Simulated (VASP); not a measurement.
A run of VASP 6.6.1 is set up as follows.

Contents of INCAR:

```
  PREC = Accurate
  ENCUT = 520
  EDIFF = 1E-7
  ISMEAR = -1
  SIGMA = 0.03
  LREAL = False
  LASPH = True
  NELM = 100
  ALGO = Normal
  ISIF = 2
  LWAVE = False
  LCHARG = False
  NBANDS = 20
```

KPOINTS

```
regular mesh
0
Gamma
  13 13 13
```

File POSCAR:

```
TaRu
1.0
    3.1870000000     -0.0159350000     -0.0159350000
   -0.0159350000      3.1870000000     -0.0159350000
   -0.0159350000     -0.0159350000      3.1870000000
Ta Ru
1 1
Direct
    0.5000000000      0.5000000000      0.5000000000
    0.0000000000      0.0000000000      0.0000000000
```

Potentials or basis: VASP PAW LDA potentials, release 64 (Ta_pv, Ru_pv).

The run is started by

```sh
$ cat potpaw_LDA.64/Ta_pv/POTCAR potpaw_LDA.64/Ru_pv/POTCAR > POTCAR
$ mpirun -np 1 vasp_std > vasp.out
```

What does it give for the pressure?

-15.5 GPa.

Predict the band gap on the k mesh.

zero (an odd number of electrons rules out a gap without spin polarisation).

Stress tensor (GPa, compression positive):
```
-15.47   0.75   0.75
  0.75 -15.47   0.75
  0.75   0.75 -15.47
```

Caveat: the cell differs from its parent crystal (equal xy, yz and zx shear strains of -1 %); the cell stands under tension; spin-orbit coupling is left out, which moves the levels of the heavy elements.
